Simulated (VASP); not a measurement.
# MoS2 (P6_3/mmc) in VASP: notebook

MoS2 is run at these levels: PBE+D3(BJ); tasks: single point.

All numbers are computed with VASP 6.6.1; they aren't measurements. Logs are shortened: lines on timing, memory, paths and dates and some standing lists are left out, and cuts for length are marked.

## 1. The cell of the first run

Symmetry: P6_3/mmc, No. 194, hexagonal system. Conventional cell: a = 3.066 Å, b = 3.066 Å, c = 11.227 Å, α = 90.00°, β = 90.00°, γ = 120.00°. Mo (site symmetry -6m2) has 6 S at 2.37 Å and 6 Mo at 3.07 Å within 3.1 Å. Within 3.2 Å of S (site symmetry 3m) lie 3 Mo at 2.37 Å and 10 S at 3.04 to 3.14 Å.

## 2. Single point, PBE+D3(BJ) (15.23 Å³/atom)

File INCAR:

```
SYSTEM = MoS2
ALGO     = Normal         ! electronic algorithm
EDIFF    = 1E-6           ! SCF threshold, eV
ENCUT    = 520            ! plane-wave cutoff, eV
GGA      = PE             ! functional
ISIF     = 2              ! what is computed and relaxed
ISMEAR   = 0              ! smearing method
IVDW     = 12             ! dispersion correction
LASPH    = .True.         ! aspherical terms in the spheres
LCHARG   = .False.        ! write CHGCAR
LREAL    = .False.        ! projectors in reciprocal space
LWAVE    = .False.        ! write WAVECAR
NBANDS   = 35             ! bands
NELM     = 60             ! most SCF steps
PREC     = Accurate       ! precision mode
SIGMA    = 0.02           ! smearing width, eV
```

File KPOINTS:

```
k-points
0
Gamma
  12 12 4
  0 0 0
```

File POSCAR:

```
MoS2
1.0
    3.0655493522      0.0000000000      0.0000000000
   -1.5327746761      2.6548436156      0.0000000000
    0.0000000000      0.0000000000     11.2273976730
Mo S
2 4
Direct
    0.3333333333      0.6666666667      0.2500000000
    0.6666666667      0.3333333333      0.7500000000
    0.3333333333      0.6666666667      0.6099639970
    0.6666666667      0.3333333333      0.1099639970
    0.3333333333      0.6666666667      0.8900360030
    0.6666666667      0.3333333333      0.3900360030
```

Potentials or basis: VASP PAW PBE potentials, release 64 (Mo_sv, S).

Launch:

```bash
$ cat potpaw_PBE.64/Mo_sv/POTCAR potpaw_PBE.64/S/POTCAR > POTCAR
$ mpirun -np 1 vasp_std > vasp.out
```

OUTCAR:

```text
SYSTEM = MoS2
   EDIFF = 1E-6
   ENCUT = 520
   GGA = PE
   ISIF = 2
   ISMEAR = 0
   IVDW = 12
   LASPH = .True.
   LREAL = .False.
   NELM = 60
   PREC = Accurate
 IVDW          = 12

 ion  position               nearest neighbor table
   1  0.333  0.667  0.250-   4 2.37   6 2.37   4 2.37   6 2.37   4 2.37   6 2.37
   2  0.667  0.333  0.750-   3 2.37   5 2.37   3 2.37   5 2.37   3 2.37   5 2.37
   3  0.333  0.667  0.610-   2 2.37   2 2.37   2 2.37
   4  0.667  0.333  0.110-   1 2.37   1 2.37   1 2.37
   5  0.333  0.667  0.890-   2 2.37   2 2.37   2 2.37
   6  0.667  0.333  0.390-   1 2.37   1 2.37   1 2.37

  LATTYP: Found a hexagonal cell.
 ALAT       =     3.0655493522
 C/A-ratio  =     3.6624423172

  Lattice vectors:

 A1 = (   3.0655493522,   0.0000000000,   0.0000000000)
 A2 = (  -1.5327746761,   2.6548436156,   0.0000000000)
 A3 = (   0.0000000000,   0.0000000000,  11.2273976730)

Analysis of symmetry for initial positions (statically):
=====================================================================
 Subroutine PRICEL returns:
 Original cell was already a primitive cell.

 Routine SETGRP: Setting up the symmetry group for a
 hexagonal supercell.

 Subroutine GETGRP returns: Found 24 space group operations
 (whereof 12 operations were pure point group operations)
 out of a pool of 24 trial point group operations.

The static configuration has the point symmetry D_3d.
 The point group associated with its full space group is D_6h.

Analysis of symmetry for dynamics (positions and initial velocities):
=====================================================================
 Subroutine PRICEL returns:
 Original cell was already a primitive cell.

 Routine SETGRP: Setting up the symmetry group for a
 hexagonal supercell.

 Subroutine GETGRP returns: Found 24 space group operations
 (whereof 12 operations were pure point group operations)
 out of a pool of 24 trial point group operations.

The dynamic configuration has the point symmetry D_3d.
 The point group associated with its full space group is D_6h.

 Subroutine INISYM returns: Found 24 space group operations
 (whereof 12 operations are pure point group operations),
 and found     1 'primitive' translations

----------------------------------------------------------------------------------------

[... 101 lines left out ...]
   LREAL  =      F    real-space projection
   EDIFFG = 0.1E-04   stopping-criterion for IOM
   NSW    =      0    number of steps for IOM
   IBRION =     -1    ionic relax: 0-MD 1-quasi-New 2-CG
   NFREE  =      0    steps in history (QN), initial steepest desc. (CG)
   ISIF   =      2    stress and relaxation
   ISYM   =      2    0-nonsym 1-usesym 2-fastsym
   POTIM  = 0.5000    time-step for ionic-motion
   TEBEG  =    0.0;   TEEND  =   0.0 temperature during run
   PSTRESS=    0.0 pullay stress
   NELECT =      52.0000    total number of electrons
   NUPDOWN=      -1.0000    fix difference up-down
   EMIN   =  10.00;   EMAX   =-10.00  energy-range for DOS
   EFERMI =   0.00;   METHOD = LEGACY
   ISMEAR =     0;   SIGMA  =   0.02  broadening in eV -4-tet -1-fermi 0-gaus
   EFERMI_NEDOS =   21; number of points for ismear=-14 and -15
   IALGO  =     38    algorithm
   IMIX   =      4    mixing-type and parameters
     AMIX     =   0.40;   BMIX     =  1.00
     AMIX_MAG =   1.60;   BMIX_MAG =  1.00
  volume/ion in A,a.u.               =      15.23       102.77
  Fermi-wavevector in a.u.,A,eV,Ry     =   1.356648  2.563693 25.041436  1.840494
  Thomas-Fermi vector in A             =   2.483633
   LORBIT       =      0    0 simple, 1 ext, 2 COOP (PROOUT), +10 PAW based schemes
   GGA     = PE    functional components
   LHFCALC =     F    Hartree Fock is set to
   AEXX    =    0.0000 exact exchange contribution
   IVDW    =    12    specifies the selected vdW correction
   LEPSILON=     F    determine dielectric tensor
   LRPA    =     F    only Hartree local field effects (RPA)
 non-spin polarized calculation
 Gauss-broadening in eV      SIGMA  =   0.02
  energy-cutoff  :      520.00
  volume of cell :       91.37
 maximum number of plane-waves:      2478
 NGX is ok and might be reduce to    24
   NGX = 11   NGY = 11   NGZ = 41

 number of electron      52.0000000 magnetization

 Free energy of the ion-electron system (eV)
  ---------------------------------------------------
  ext. energy  EPLUGINS =         0.00000000
  ---------------------------------------------------
  free energy    TOTEN  =       -42.80981423 eV

  energy without entropy =      -42.80981423  energy(sigma->0) =      -42.80981423

 E-fermi :  10.2081     XC(G=0): -11.8046

 val. band max:       10.0515502735   @ k =   0.0000   0.0000   0.0000
 cond. band min:      10.3212627590   @ k =   0.1667   0.1667   0.0000
 fundamental gap:      0.2697124855
 Fermi energy:        10.2081378761

 k-point     1 :       0.0000    0.0000    0.0000
  band No.  band energies     occupation
      1     -51.7055      2.00000
      2     -51.7055      2.00000
      3     -25.9348      2.00000
      4     -25.9342      2.00000
      5     -25.5877      2.00000
      6     -25.5877      2.00000
[... 901 lines left out ...]
     34      13.7039      0.00000
     35      16.0981      0.00000

 [... further k-points ...]

------------------------ aborting loop because EDIFF is reached ----------------------------------------

 Edisp (eV)   -3.00257

 E8    (eV) :    -1.2113

  FORCE on cell =-STRESS in cart. coord.  units (eV):
  Direction    XX          YY          ZZ          XY          YZ          ZX
  --------------------------------------------------------------------------------------
  -------------------------------------------------------------------------------------
  Total       6.26264     6.26264     6.23314     0.00000    -0.00000    -0.00000
  in kB     109.80987   109.80987   109.29260     0.00000    -0.00000    -0.00000
  external pressure =      109.64 kB  Pullay stress =        0.00 kB

 VOLUME and BASIS-vectors are now :
 -----------------------------------------------------------------------------
  energy-cutoff  :      520.00
  volume of cell :       91.37
      direct lattice vectors                 reciprocal lattice vectors
     3.065549352  0.000000000  0.000000000     0.326205807  0.188335010  0.000000000
    -1.532774676  2.654843616  0.000000000     0.000000000  0.376670021  0.000000000
     0.000000000  0.000000000 11.227397673     0.000000000  0.000000000  0.089067835

 POSITION                                       TOTAL-FORCE (eV/Angst)
 -----------------------------------------------------------------------------------
     -0.00000      1.76990      2.80685        -0.000000      0.000000      0.000000
      1.53277      0.88495      8.42055         0.000000     -0.000000      0.000000
     -0.00000      1.76990      6.84831         0.000000      0.000000      0.015390
      1.53277      0.88495      1.23461         0.000000     -0.000000      0.015390
     -0.00000      1.76990      9.99279         0.000000      0.000000     -0.015390
      1.53277      0.88495      4.37909         0.000000     -0.000000     -0.015390
 -----------------------------------------------------------------------------------
    total drift:                               -0.000000      0.000000     -0.000000

  FREE ENERGIE OF THE ION-ELECTRON SYSTEM (eV)
  ---------------------------------------------------
  free  energy   TOTEN  =       -45.8123852885 eV

  energy  without entropy=      -45.8123852885  energy(sigma->0) =      -45.81238529
```

OSZICAR:

```text
N       E                     dE             d eps       ncg     rms          rms(c)
DAV:   1     0.455119414832E+03    0.45512E+03   -0.29636E+04  4254   0.144E+03
DAV:   2    -0.221876754996E+02   -0.47731E+03   -0.46122E+03  4694   0.383E+02
DAV:   3    -0.449435796113E+02   -0.22756E+02   -0.22297E+02  4862   0.766E+01
DAV:   4    -0.453686547135E+02   -0.42508E+00   -0.42397E+00  4724   0.106E+01
DAV:   5    -0.453752649759E+02   -0.66103E-02   -0.66090E-02  4715   0.133E+00    0.391E+01
DAV:   6    -0.434151934166E+02    0.19601E+01   -0.98797E+00  4380   0.206E+01    0.141E+01
DAV:   7    -0.432024700069E+02    0.21272E+00   -0.51018E+00  4226   0.137E+01    0.909E+00
DAV:   8    -0.428070776847E+02    0.39539E+00   -0.99193E-01  4236   0.669E+00    0.355E+00
DAV:   9    -0.428209480304E+02   -0.13870E-01   -0.10626E-01  4670   0.163E+00    0.160E+00
DAV:  10    -0.428098058604E+02    0.11142E-01   -0.42665E-02  4411   0.136E+00    0.334E-01
DAV:  11    -0.428099066383E+02   -0.10078E-03   -0.24819E-03  4303   0.289E-01    0.135E-01
DAV:  12    -0.428098184755E+02    0.88163E-04   -0.21513E-04  4405   0.699E-02    0.111E-01
DAV:  13    -0.428098174097E+02    0.10658E-05   -0.20520E-04  4470   0.724E-02    0.273E-02
DAV:  14    -0.428098144077E+02    0.30020E-05   -0.20453E-05  4287   0.251E-02    0.308E-02
DAV:  15    -0.428098142293E+02    0.17838E-06   -0.14642E-06  2976   0.576E-03
   1 F= -.45812385E+02 E0= -.45812385E+02  d E =-.149885E-17
```

Wall time 1.8 min (1 thread of AMD EPYC 9R45 (Zen 5), shared host); peak memory 0.27 GiB.

Results:

```yaml
Free_energy: -45.8124 eV
Pressure: 11.0 GPa
Largest_force: 0.015 eV/Å
Band_gap_on_the_k_mesh: 0.27 eV (least direct gap 1.63 eV)
Dispersion_energy_per_atom: -0.500 eV
```

Forces in eV/Å, atoms in the order of the input:
```
Mo   0.000  0.000  0.000
Mo   0.000  0.000  0.000
S    0.000  0.000  0.015
S    0.000  0.000  0.015
S    0.000  0.000 -0.015
S    0.000  0.000 -0.015
```

Caveat: the cell stands under pressure.

## 3. Single point, PBE+D3(BJ) (15.75 Å³/atom)

This run uses another cell than the first one, of 15.75 Å³/atom.

File INCAR:

```
PREC = Accurate ; ENCUT = 520
EDIFF = 1E-7 ; ISMEAR = 0
SIGMA = 0.02 ; LREAL = F
LASPH = T ; NELM = 60
ALGO = Normal ; ISIF = 2
LWAVE = F ; LCHARG = F
GGA = PE ; IVDW = 12
NBANDS = 35
```

File KPOINTS:

```
Automatic mesh
0
Gamma
  12 12 4
```

File POSCAR:

```
MoS2
1.0
    3.0919018095      0.0000000000      0.0000000000
   -1.5459509047      2.6776655130      0.0000000000
    0.0000000000      0.0000000000     11.4130853049
Mo S
2 4
Direct
    0.3333333333      0.6666666667      0.2500000000
    0.6666666667      0.3333333333      0.7500000000
    0.3333333333      0.6666666667      0.6124153526
    0.6666666667      0.3333333333      0.1124153526
    0.3333333333      0.6666666667      0.8875846474
    0.6666666667      0.3333333333      0.3875846474
```

Potentials or basis: VASP PAW PBE potentials, release 64 (Mo_sv, S).

Launch:

```bash
$ cat potpaw_PBE.64/Mo_sv/POTCAR potpaw_PBE.64/S/POTCAR > POTCAR
$ mpirun -np 1 vasp_std > vasp.out
```

It took 2.1 min on 1 thread of AMD EPYC 9R45 (Zen 5), shared host; peak memory 0.28 GiB.

The run converged. Its results:

```yaml
Free_energy: -45.9895 eV
Pressure: 7.0 GPa
Largest_force: 0.017 eV/Å
Band_gap_on_the_k_mesh: 0.41 eV (least direct gap 1.83 eV)
Dispersion_energy_per_atom: -0.483 eV
```

Forces on the atoms (eV/Å):
```
Mo   0.000  0.000  0.000
Mo   0.000  0.000  0.000
S    0.000  0.000  0.017
S    0.000  0.000  0.017
S    0.000  0.000 -0.017
S    0.000  0.000 -0.017
```

Levels at points of the mesh, in eV from the valence-band top:
```
           k point  band 22  band 23  band 24  band 25  band 26  band 27  band 28  band 29  band 30  band 31
(0.00, 0.00, 0.00)    -2.29    -2.29    -1.74    -0.79     0.00     1.95     1.95     1.97     1.97     2.03
(0.50, 0.00, 0.00)    -2.79    -2.10    -1.86    -1.59    -1.55     1.58     1.68     1.84     2.38     2.64
(0.00, 0.00, 0.50)    -2.35    -2.35    -2.35    -0.22    -0.22     1.93     1.93     1.93     1.93     2.25
(0.50, 0.00, 0.50)    -3.14    -1.83    -1.83    -1.69    -1.69     1.61     1.61     2.14     2.14     3.15
```

Caveat: the cell stands under pressure. A k mesh can miss the band edges.

[end of part 1 of 2]
